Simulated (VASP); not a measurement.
Here is a VASP 6.6.1 calculation.

INCAR

```
SYSTEM = BN
PREC = Accurate
ENCUT = 520
EDIFF = 1E-6
ISMEAR = 0
SIGMA = 0.05
LREAL = .False.
LASPH = .True.
NELM = 100
ALGO = Normal
ISIF = 2
LWAVE = .False.
LCHARG = .True.
GGA = PS
LELF = .True.
LVHAR = .True.
NBANDS = 11
```

File KPOINTS:

```
Automatic mesh
0
Gamma
  12 12 12
  0 0 0
```

The input POSCAR:

```
BN
1.0
    0.0000000000      1.7837539340      1.8729416307
    1.7837539340      0.0000000000      1.8729416307
    1.7837539340      1.7837539340      0.0000000000
B N
1 1
Direct
    0.0000000000      0.0000000000      0.0000000000
    0.7500000000      0.7500000000      0.7500000000
```

Potentials or basis: VASP PAW PBE potentials, release 64 (B, N).

The run is started by

```console
$ cat potpaw_PBE.64/B/POTCAR potpaw_PBE.64/N/POTCAR > POTCAR
$ mpirun -np 1 vasp_std > vasp.out
```

(1) Predict the band gap on the k mesh.

(2) Estimate the pressure.

Results:

(1) 3.83 eV, indirect (least direct gap 8.45 eV).

(2) -5.8 GPa.

Caveat: the PAW data sets were made with another functional, which shifts forces and pressure a little.
